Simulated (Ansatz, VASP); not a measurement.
**One calculation of BN, two programs**

```
B N
1.0
     2.50877    0.00000    0.00000
    -1.25438    2.17266    0.00000
     0.00000    0.00000   26.00000
B N
1 1
Cartesian
  1.2544 0.7242 13.0000
  0.0000 1.4484 13.0000
```

Alike in both runs: task single point; functional r2SCAN; k mesh 12 × 12 × 1; occupations gaussian, width 0.02 eV; no spin polarisation.

|  | VASP | Ansatz |
| --- | --- | --- |
| version | VASP 6.6.1 | Ansatz 0.2.0 |
| potentials or method | VASP PAW PBE potentials, release 64 (B, N), cutoff 520 eV | scalar-relativistic, plane waves, PAW |
| valence electrons in the cell | 8 | 8 |

Ansatz gave:

```
gap on the k mesh at the Fermi level (eV) : 5.28
least direct gap on the mesh (eV)         : 5.34
```

Problem. Which values does VASP return?

Solution. gap on the k mesh at the Fermi level (eV): 5.28; least direct gap on the mesh (eV): 5.41.

VASP's potentials were made for PBE, not for r2SCAN. The functional is the same, so the differences come from potentials, cutoffs and numerics. Ansatz's warnings: xc potential rough in thin density.
